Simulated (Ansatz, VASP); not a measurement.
# Nb2Si2O: VASP beside Ansatz

```xyz
5
Lattice="3.5137 0.0000 0.0000 -1.7568 3.0429 0.0000 0.0000 0.0000 6.7044" Properties=species:S:1:pos:R:3 pbc="T T T"
Nb    0.0000    2.0286    1.0311
Nb    1.7568    1.0143    5.6733
Si    0.0000    2.0286    3.9277
Si    1.7568    1.0143    2.7768
O     0.0000    0.0000    0.0000
```

Change from the starting cell: species swapped into the TbAl2Ge2 type (P-3m1, No. 164).

Alike in both runs: functional PBE; k mesh 6 × 6 × 4; occupations gaussian, width 0.1 eV; no spin polarisation.

Ansatz relaxed the structure, and its values are those at the end. VASP's run is a single point on that final structure, the one shown.

```csv
,VASP,Ansatz
version,VASP 6.6.1,Ansatz 0.2.0
potentials or method,"VASP PAW PBE potentials, release 64 (Nb_sv, Si, O), cutoff 520 eV","scalar-relativistic, plane waves, PAW"
valence electrons in the cell,40,40
```

|  | VASP | Ansatz | Ansatz less VASP |
| --- | --- | --- | --- |
| gap on the k mesh at the Fermi level (eV) | none | none | - |
| pressure (GPa) | -0.2 | 0.1 | +0.24 |
| rms of the force components (eV/Å) | 0.007 | 0.006 | -0.0009 |

A gap of «none» marks a metal or a gap that the smearing closes. With one functional, cell and mesh, what is left measures potentials, basis and numerics.
